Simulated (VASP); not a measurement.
The system is Rb.

```xyz
2
Lattice="5.6000 0.0000 0.0000 0.0000 5.6000 0.0000 0.0000 0.0000 5.6000" Properties=species:S:1:pos:R:3 pbc="T T T"
Rb    0.0000    0.0000    0.0000
Rb    2.8000    2.8000    2.8000
```

| Property | Result |
| --- | --- |
| Program | VASP 6.6.1 |
| Task | relaxation of volume and atoms at fixed shape |
| Functional | r2SCAN |
| Potentials or basis | VASP PAW PBE potentials, release 64 (Rb_sv) |
| Cutoff | 600 eV |
| k mesh | 8 × 8 × 8 |
| Occupations | methfessel-paxton, width 0.1 eV |
| Spin | no spin polarisation |

At the start: pressure 0.2 GPa; volume 87.81 Å³/atom.

Question: How do energy, volume and symmetry change on relaxing?

Answer: Over 4 steps the energy falls by 4.9 meV/atom and the volume is 94.82 Å³/atom (+8.0 %); space group Im-3m (No. 229, to 0.1 Å) before and after.

Step by step:
```tsv
step	energy change (eV)	largest force (eV/Å)	pressure (GPa)	volume (Å³)
1	0.0000	0.0000	0.24	175.62
2	-0.0042	0.0000	0.17	178.91
3	-0.0093	0.0000	0.05	186.36
4	-0.0098	0.0000	0.00	189.63
```

Final structure:
```xyz
2
Lattice="5.7452 0.0000 0.0000 0.0000 5.7452 0.0000 0.0000 0.0000 5.7452" Properties=species:S:1:pos:R:3 pbc="T T T"
Rb    5.7452    0.0000    5.7452
Rb    2.8726    2.8726    2.8726
```

Caveat: the PAW data sets were made with another functional, which shifts forces and pressure a little.
